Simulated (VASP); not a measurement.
# TiB2 (P6/mmm) in VASP: notebook

Runs on TiB2. Level: PBE. Tasks: single point.

Program: VASP 6.6.1. These are calculated values, not measurements. Logs are shortened: lines on timing, memory, paths and dates and some standing lists are left out, and cuts for length are marked.

**1. The cell of the first run**

Symmetry: P6/mmm, No. 191, hexagonal system. The conventional cell has a = 2.903 Å, b = 2.903 Å, c = 3.094 Å, α = 90.00°, β = 90.00°, γ = 120.00°. Within 3.0 Å of Ti (site symmetry 6/mmm) lie 12 B at 2.28 Å and 6 Ti at 2.90 Å. B (site symmetry -6m2) has 3 B at 1.68 Å within 2.2 Å.

**2. Single point, PBE**

INCAR reads:

```
SYSTEM = TiB2
PREC = Accurate ; ENCUT = 520
EDIFF = 1E-6 ; ISMEAR = -1
SIGMA = 0.1 ; LREAL = .False.
LASPH = .True. ; NELM = 60
ALGO = Normal ; ISIF = 2
LWAVE = .False. ; LCHARG = .True.
GGA = PE ; LELF = .True.
LVHAR = .True. ; NBANDS = 16
```

KPOINTS reads:

```
Automatic mesh
0
Gamma
  11 11 9
  0 0 0
```

POSCAR reads:

```
TiB2
1.0
    2.9028338062      0.0000000000      0.0000000000
   -1.4514169031      2.5139276724      0.0000000000
    0.0000000000      0.0000000000      3.0937239733
Ti B
1 2
Direct
    0.0000000000      0.0000000000      0.0000000000
    0.3333333333      0.6666666667      0.5000000000
    0.6666666667      0.3333333333      0.5000000000
```

Potentials or basis: VASP PAW PBE potentials, release 64 (Ti_sv, B).

On the command line:

```bash
> cat potpaw_PBE.64/Ti_sv/POTCAR potpaw_PBE.64/B/POTCAR > POTCAR
> mpirun -np 1 vasp_std > vasp.out
```

OUTCAR:

```text
SYSTEM = TiB2
   PREC = Accurate
   ENCUT = 520
   EDIFF = 1E-6
   ISMEAR = -1
   LREAL = .False.
   LASPH = .True.
   NELM = 60
   ISIF = 2
   GGA = PE

 ion  position               nearest neighbor table
   1  0.000  0.000  0.000-   2 2.28   2 2.28   3 2.28   3 2.28   2 2.28   3 2.28   2 2.28   3 2.28
                             3 2.28   3 2.28   2 2.28   2 2.28
   2  0.333  0.667  0.500-   3 1.68   3 1.68   3 1.68   1 2.28   1 2.28   1 2.28   1 2.28   1 2.28
                             1 2.28
   3  0.667  0.333  0.500-   2 1.68   2 1.68   2 1.68   1 2.28   1 2.28   1 2.28   1 2.28   1 2.28
                             1 2.28

  LATTYP: Found a hexagonal cell.
 ALAT       =     2.9028338062
 C/A-ratio  =     1.0657599366

  Lattice vectors:

 A1 = (   2.9028338062,   0.0000000000,   0.0000000000)
 A2 = (  -1.4514169031,   2.5139276724,   0.0000000000)
 A3 = (   0.0000000000,   0.0000000000,   3.0937239733)

Analysis of symmetry for initial positions (statically):
=====================================================================
 Subroutine PRICEL returns:
 Original cell was already a primitive cell.

 Routine SETGRP: Setting up the symmetry group for a
 hexagonal supercell.

 Subroutine GETGRP returns: Found 24 space group operations
 (whereof 24 operations were pure point group operations)
 out of a pool of 24 trial point group operations.

The static configuration has the point symmetry D_6h.

Analysis of symmetry for dynamics (positions and initial velocities):
=====================================================================
 Subroutine PRICEL returns:
 Original cell was already a primitive cell.

 Routine SETGRP: Setting up the symmetry group for a
 hexagonal supercell.

 Subroutine GETGRP returns: Found 24 space group operations
 (whereof 24 operations were pure point group operations)
 out of a pool of 24 trial point group operations.

The dynamic configuration has the point symmetry D_6h.

 Subroutine INISYM returns: Found 24 space group operations
 (whereof 24 operations are pure point group operations),
 and found     1 'primitive' translations

----------------------------------------------------------------------------------------

                                     Primitive cell

  volume of cell :      22.5765

  direct lattice vectors                    reciprocal lattice vectors
     2.902833806  0.000000000  0.000000000     0.344490958  0.198891959  0.000000000
    -1.451416903  2.513927672  0.000000000     0.000000000  0.397783918  0.000000000
     0.000000000  0.000000000  3.093723973     0.000000000  0.000000000  0.323235043

  length of vectors
     2.902833806  2.902833679  3.093723973     0.397783901  0.397783918  0.323235043

  position of ions in fractional coordinates (direct lattice)
     0.000000000  0.000000000  0.000000000
     0.333333333  0.666666667  0.500000000
     0.666666667  0.333333333  0.500000000

  ion indices of the primitive-cell ions
   primitive index   ion index
                 1           1
                 2           2
                 3           3

----------------------------------------------------------------------------------------

 KPOINTS: Automatic mesh

Automatic generation of k-mesh.
 Grid dimensions read from file:
 generate k-points for:   11   11    9

 Generating k-lattice:

  Cartesian coordinates                     Fractional coordinates (reciprocal lattice)
     0.031317360  0.018081087  0.000000000     0.090909091  0.000000000  0.000000000
     0.000000000  0.036162174  0.000000000     0.000000000  0.090909091  0.000000000
     0.000000000  0.000000000  0.035915005     0.000000000  0.000000000  0.111111111

  Length of vectors
     0.036162173  0.036162174  0.035915005

  Shift w.r.t. Gamma in fractional coordinates (k-lattice)
     0.000000000  0.000000000  0.000000000

 Subroutine IBZKPT returns following result:
 ===========================================

 Found     80 irreducible k-points:

 Following reciprocal coordinates:
            Coordinates               Weight
  0.000000  0.000000  0.000000      1.000000
  0.090909 -0.000000  0.000000      6.000000
  0.181818 -0.000000  0.000000      6.000000
  0.272727 -0.000000  0.000000      6.000000
  0.363636 -0.000000  0.000000      6.000000
  0.454545 -0.000000  0.000000      6.000000
[... 16 lines left out ...]
  0.090909  0.090909  0.111111     12.000000
  0.181818  0.090909  0.111111     24.000000
 [... further k-points ...]
   k-points           NKPTS =     80   k-points in BZ     NKDIM =     80   number of bands    NBANDS=     16
   number of dos      NEDOS =    301   number of ions     NIONS =      3
   total plane-waves  NPLWV =  13824
   dimension x,y,z NGX =    24 NGY =   24 NGZ =   24
   dimension x,y,z NGXF=    48 NGYF=   48 NGZF=   48
   ions per type =               1   2
   NGX,Y,Z   is equivalent  to a cutoff of  13.74, 13.74, 12.90 a.u.
   NGXF,Y,Z  is equivalent  to a cutoff of  27.49, 27.49, 25.79 a.u.
 SYSTEM =  TiB2
   PREC   = accura    normal or accurate (medium, high low for compatibility)
   ISTART =      0    job   : 0-new  1-cont  2-samecut
   ICHARG =      2    charge: 1-file 2-atom 10-const
   ISPIN  =      1    spin polarized calculation?
   LNONCOLLINEAR =      F non collinear calculations
   LSORBIT =      F    spin-orbit coupling
   LASPH  =      T    aspherical Exc in radial PAW
   ENCUT  =  520.0 eV  38.22 Ry    6.18 a.u.   5.40  5.40  5.75*2*pi/ulx,y,z
   NELM   =     60;   NELMIN=  2; NELMDL= -5     # of ELM steps
   EDIFF  = 0.1E-05   stopping-criterion for ELM
   LREAL  =      F    real-space projection
   EDIFFG = 0.1E-04   stopping-criterion for IOM
   NSW    =      0    number of steps for IOM
   IBRION =     -1    ionic relax: 0-MD 1-quasi-New 2-CG
   NFREE  =      0    steps in history (QN), initial steepest desc. (CG)
   ISIF   =      2    stress and relaxation
   ISYM   =      2    0-nonsym 1-usesym 2-fastsym
   POTIM  = 0.5000    time-step for ionic-motion
   TEBEG  =    0.0;   TEEND  =   0.0 temperature during run
   PSTRESS=    0.0 pullay stress
   NELECT =      18.0000    total number of electrons
   NUPDOWN=      -1.0000    fix difference up-down
   EMIN   =  10.00;   EMAX   =-10.00  energy-range for DOS
   EFERMI =   0.00;   METHOD = LEGACY
   ISMEAR =    -1;   SIGMA  =   0.10  broadening in eV -4-tet -1-fermi 0-gaus
   EFERMI_NEDOS =   21; number of points for ismear=-14 and -15
   IALGO  =     38    algorithm
   IMIX   =      4    mixing-type and parameters
     AMIX     =   0.40;   BMIX     =  1.00
     AMIX_MAG =   1.60;   BMIX_MAG =  1.00
  volume/ion in A,a.u.               =       7.53        50.78
  Fermi-wavevector in a.u.,A,eV,Ry     =   1.518029  2.868659 31.353443  2.304413
  Thomas-Fermi vector in A             =   2.627205
   LORBIT       =      0    0 simple, 1 ext, 2 COOP (PROOUT), +10 PAW based schemes
   GGA     = PE    functional components
   LHFCALC =     F    Hartree Fock is set to
   AEXX    =    0.0000 exact exchange contribution
   IVDW    =     0    specifies the selected vdW correction
   LEPSILON=     F    determine dielectric tensor
   LRPA    =     F    only Hartree local field effects (RPA)
 non-spin polarized calculation
  energy-cutoff  :      520.00
  volume of cell :       22.58
 maximum number of plane-waves:       627
 NGX is ok and might be reduce to    24
   NGX = 11   NGY = 11   NGZ = 11

 number of electron      17.9999999 magnetization

 Free energy of the ion-electron system (eV)
  ---------------------------------------------------
  ext. energy  EPLUGINS =         0.00000000
  ---------------------------------------------------
  free energy    TOTEN  =       -24.06196298 eV

  energy without entropy =      -24.05200617  energy(sigma->0) =      -24.05698458

 E-fermi :  11.4198     XC(G=0): -13.3965

 val. band max:       11.4018720773   @ k =   0.1818   0.1818   0.1111
 cond. band min:      11.4449517544   @ k =   0.0909  -0.0000   0.3333
 fundamental gap:      0.0430796771
 Fermi energy:        11.4198046910

 k-point     1 :       0.0000    0.0000    0.0000
  band No.  band energies     occupation
      1     -45.1916      2.00000
      2     -21.5740      2.00000
      3     -21.1540      2.00000
      4     -21.1540      2.00000
      5      -2.7456      2.00000
      6       8.5678      2.00000
[... 8 lines left out ...]
     15      17.8184      0.00000
     16      19.4997      0.00000

 k-point     2 :       0.0909   -0.0000    0.0000
  band No.  band energies     occupation
      1     -45.1841      2.00000
      2     -21.5650      2.00000
      3     -21.2064      2.00000
      4     -21.1656      2.00000
      5      -2.5697      2.00000
      6       8.1080      2.00000
[... 8 lines left out ...]
     15      18.8850      0.00000
     16      20.0302      0.00000

 k-point     3 :       0.1818   -0.0000    0.0000
  band No.  band energies     occupation
      1     -45.1641      2.00000
      2     -21.5408      2.00000
      3     -21.3453      2.00000
      4     -21.1966      2.00000
      5      -2.0584      2.00000
      6       6.9576      2.00000
[... 8 lines left out ...]
     15      20.3745      0.00000
     16      20.9370      0.00000

 k-point     4 :       0.2727   -0.0000    0.0000
  band No.  band energies     occupation
      1     -45.1378      2.00000
      2     -21.5231      2.00000
      3     -21.5089      2.00000
      4     -21.2370      2.00000
      5      -1.2535      2.00000
      6       5.5027      2.00000
[... 8 lines left out ...]
     15      20.0056      0.00000
     16      21.9629      0.00000
[... 324 lines left out ...]
 k-point    22 :       0.4545   -0.0000    0.1111
  band No.  band energies     occupation
      1     -45.0959      2.00000
      2     -21.7699      2.00000
      3     -21.4962      2.00000
      4     -21.2912      2.00000
      5       1.1007      2.00000
      6       2.4885      2.00000
[... 8 lines left out ...]
     15      21.0455      0.00000
     16      21.7822      0.00000

 k-point    23 :       0.0909    0.0909    0.1111
  band No.  band energies     occupation
      1     -45.1673      2.00000
      2     -21.5870      2.00000
      3     -21.2947      2.00000
      4     -21.1867      2.00000
      5      -2.0485      2.00000
      6       7.4735      2.00000
[... 8 lines left out ...]
     15      19.8841      0.00000
     16      20.3009      0.00000

 k-point    24 :       0.1818    0.0909    0.1111
  band No.  band energies     occupation
      1     -45.1442      2.00000
      2     -21.5579      2.00000
      3     -21.4437      2.00000
      4     -21.2302      2.00000
      5      -1.4121      2.00000
      6       6.2390      2.00000
[... 8 lines left out ...]
     15      20.5155      0.00000
     16      21.6863      0.00000

 [... further k-points ...]
[... 5 lines left out ...]
  --------------------------------------------------------------------------------------
  -------------------------------------------------------------------------------------
  Total        6.4002516      6.4002508      5.0737380      0.0000000      0.0000000      0.0000000
  in kB      454.2041675    454.2041145    360.0659968      0.0000000      0.0000000      0.0000000
  external PRESSURE =     422.8247596 kB  Pullay stress =       0.0000000 kB

 VOLUME and BASIS-vectors are now :
 -----------------------------------------------------------------------------
  energy-cutoff  :      520.00
  volume of cell :       22.58
      direct lattice vectors                 reciprocal lattice vectors
     2.902833806  0.000000000  0.000000000     0.344490958  0.198891959  0.000000000
    -1.451416903  2.513927672  0.000000000     0.000000000  0.397783918  0.000000000
     0.000000000  0.000000000  3.093723973     0.000000000  0.000000000  0.323235043

 POSITION                                       TOTAL-FORCE (eV/Angst)
 -----------------------------------------------------------------------------------
      0.00000      0.00000      0.00000         0.000000     -0.000000      0.000000
     -0.00000      1.67595      1.54686        -0.000000     -0.000000     -0.000000
      1.45142      0.83798      1.54686         0.000000      0.000000      0.000000
 -----------------------------------------------------------------------------------
    total drift:                               -0.000000      0.000000      0.000000

  FREE ENERGIE OF THE ION-ELECTRON SYSTEM (eV)
  ---------------------------------------------------
  free  energy   TOTEN  =       -24.0619629762 eV

  energy  without entropy=      -24.0520061742  energy(sigma->0) =      -24.05698458
```

Run time: 18 s. Hardware: 1 thread of Intel Xeon Platinum 8259CL at 2.50GHz (Skylake/Cascade Lake), shared host; peak memory 0.16 GiB.

What came out:

```yaml
Free_energy: -24.0620 eV
Pressure: 42.3 GPa
Band_gap_on_the_k_mesh: zero (band 9 reaches 11.69 eV, above the bottom of band 10 at 11.14 eV)
```

**3. Single point, PBE**

This run uses another cell than the first one, of 7.87 Å³/atom, 1.045 times its volume.

INCAR reads:

```
SYSTEM = TiB2
ALGO     = Normal         ! electronic algorithm
EDIFF    = 1E-7           ! SCF threshold, eV
ENCUT    = 520            ! plane-wave cutoff, eV
GGA      = PE             ! functional
ISIF     = 2              ! what is computed and relaxed
ISMEAR   = -1             ! smearing method
LASPH    = .TRUE.         ! aspherical terms in the spheres
LCHARG   = .FALSE.        ! write CHGCAR
LREAL    = .FALSE.        ! projectors in reciprocal space
LWAVE    = .FALSE.        ! write WAVECAR
NBANDS   = 16             ! bands
NELM     = 100            ! most SCF steps
PREC     = Accurate       ! precision mode
SIGMA    = 0.1            ! smearing width, eV
```

KPOINTS reads:

```
k-points
0
G
  11 11 9
  0 0 0
```

POSCAR reads:

```
TiB2
1.0
    2.9461660724      0.0000000000      0.0000000000
   -1.4730830362      2.5514545135      0.0000000000
    0.0000000000      0.0000000000      3.1399057666
Ti B
1 2
Direct
    0.0000000000      0.0000000000      0.0000000000
    0.3333333333      0.6666666667      0.5000000000
    0.6666666667      0.3333333333      0.5000000000
```

Potentials or basis: VASP PAW PBE potentials, release 64 (Ti_sv, B).

On the command line:

```bash
> cat potpaw_PBE.64/Ti_sv/POTCAR potpaw_PBE.64/B/POTCAR > POTCAR
> mpirun -np 1 vasp_std > vasp.out
```

Wall time 19 s (1 thread of Intel Xeon Platinum 8259CL at 2.50GHz (Skylake/Cascade Lake), shared host); peak memory 0.16 GiB.

Results (log left out):

* Free energy: -24.2779 eV
* Pressure: 25.5 GPa
* Band gap on the k mesh: zero (band 9 reaches 11.15 eV, above the bottom of band 10 at 10.64 eV)

Stress tensor (GPa, compression positive):
```
27.58  0.00  0.00
 0.00 27.58  0.00
 0.00  0.00 21.38
```

Levels at points of the mesh, in eV from the Fermi level:
```
           k point  band 5  band 6  band 7  band 8  band 9  band 10  band 11  band 12  band 13  band 14
(0.00, 0.00, 0.00)  -13.93   -2.75   -2.75   -2.32   -2.29     2.17     2.17     4.09     4.09     6.18
```

**4. Single point, PBE**

This run uses another cell than the first one, of 8.21 Å³/atom, 1.091 times its volume.

INCAR reads:

```
SYSTEM = TiB2
ALGO     = Normal         ! electronic algorithm
EDIFF    = 1E-6           ! SCF threshold, eV
ENCUT    = 520            ! plane-wave cutoff, eV
GGA      = PE             ! functional
ISIF     = 2              ! what is computed and relaxed
ISMEAR   = -1             ! smearing method
LASPH    = .True.         ! aspherical terms in the spheres
LCHARG   = .False.        ! write CHGCAR
LREAL    = .False.        ! projectors in reciprocal space
LWAVE    = .False.        ! write WAVECAR
NBANDS   = 16             ! bands
NELM     = 60             ! most SCF steps
PREC     = Accurate       ! precision mode
SIGMA    = 0.1            ! smearing width, eV
```

KPOINTS reads:

```
k-points
0
Gamma
  11 11 9
  0 0 0
```

POSCAR reads:

```
TiB2
1.0
    2.9882598462      0.0000000000      0.0000000000
   -1.4941299231      2.5879087889      0.0000000000
    0.0000000000      0.0000000000      3.1847676243
Ti B
1 2
Direct
    0.0000000000      0.0000000000      0.0000000000
    0.3333333333      0.6666666667      0.5000000000
    0.6666666667      0.3333333333      0.5000000000
```

On the command line:

```bash
> cat potpaw_PBE.64/Ti_sv/POTCAR potpaw_PBE.64/B/POTCAR > POTCAR
> mpirun -np 1 vasp_std > vasp.out
```

Run time: 18 s. Hardware: 1 thread of Intel Xeon Platinum 8259CL at 2.50GHz (Skylake/Cascade Lake), shared host; peak memory 0.16 GiB.

The run converged. Its results:

```
Free energy            : -24.3964 eV
Pressure               : 11.8 GPa
Band gap on the k mesh : zero (band 9 reaches 10.65 eV, above the bottom of band 10 at 10.18 eV)
```

Stress tensor (GPa, compression positive):
```
12.97  0.00  0.00
 0.00 12.97  0.00
 0.00  0.00  9.55
```

Levels at points of the mesh, in eV from the Fermi level:
```tsv
k point	band 7	band 8	band 9	band 10	band 11	band 12
(0.00, 0.00, 0.00)	-2.66	-2.31	-2.18	2.04	2.04	3.88
```

**5. Summary**

```tsv
cell	gap on the mesh (eV)	pressure (GPa)
a = 2.903, b = 2.903, c = 3.094 Å, angles 90.0, 90.0, 120.0°, 3 atoms	none	42.3
a = 2.946, b = 2.946, c = 3.140 Å, angles 90.0, 90.0, 120.0°, 3 atoms	none	25.5
a = 2.988, b = 2.988, c = 3.185 Å, angles 90.0, 90.0, 120.0°, 3 atoms	none	11.8
```

Alike in all rows: task single point; level PBE; potentials or basis VASP PAW PBE potentials, release 64 (Ti_sv, B); no spin polarisation; k mesh 11 × 11 × 9; cutoff (eV) 520; smearing fermi-dirac 0.1 eV.

Total energies depend on the potentials used, so only differences within one code and one set of settings carry meaning.
